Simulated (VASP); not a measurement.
Here is a VASP 6.6.1 calculation.

INCAR

```
PREC     = Accurate       # precision mode
ENCUT    = 520            # plane-wave cutoff, eV
EDIFF    = 1E-7           # SCF threshold, eV
ISMEAR   = 0              # smearing method
SIGMA    = 0.01           # smearing width, eV
LREAL    = False          # projectors in reciprocal space
LASPH    = True           # aspherical terms in the spheres
NELM     = 100            # most SCF steps
ALGO     = Normal         # electronic algorithm
ISIF     = 2              # what is computed and relaxed
LWAVE    = False          # write WAVECAR
LCHARG   = False          # write CHGCAR
GGA      = PS             # functional
NBANDS   = 26             # bands
```

KPOINTS

```
regular mesh
0
Gamma
  15 15 8
```

Contents of POSCAR:

```
CdSe
1.0
    4.3020798272      0.0000000000      0.0000000000
   -2.1510399136      3.7257104194      0.0000000000
    0.0000000000      0.0000000000      7.0217824360
Cd Se
2 2
Direct
    0.3333333333      0.6666666667     -0.0278221274
    0.6666666667      0.3333333333      0.4721778726
    0.3333333333      0.6666666667      0.4038221274
    0.6666666667      0.3333333333      0.9038221274
```

Potentials or basis: VASP PAW PBE potentials, release 64 (Cd, Se).

The run is started by

```sh
$ cat potpaw_PBE.64/Cd/POTCAR potpaw_PBE.64/Se/POTCAR > POTCAR
$ mpirun -np 1 vasp_std > vasp.out
```

**Question.** Predict the band gap on the k mesh.

**Answer.** 0.78 eV (least direct gap 0.79 eV).

**Question.** Predict the largest force.

**Answer.** 0.751 eV/Å.

**Question.** Predict the pressure.

**Answer.** 2.3 GPa.

Forces in eV/Å, atoms in the order of the input:
```
Cd   0.000  0.000  0.751
Cd   0.000  0.000  0.751
Se   0.000  0.000 -0.751
Se   0.000  0.000 -0.751
```

Caveat: the cell differs from its parent crystal (atoms moved along the polar distortion); the stress differs along the axes, from -3 to 5 GPa; semilocal functionals underestimate gaps, and a narrow one can read as zero; the PAW data sets were made with another functional, which shifts forces and pressure a little. A k mesh can miss the band edges.
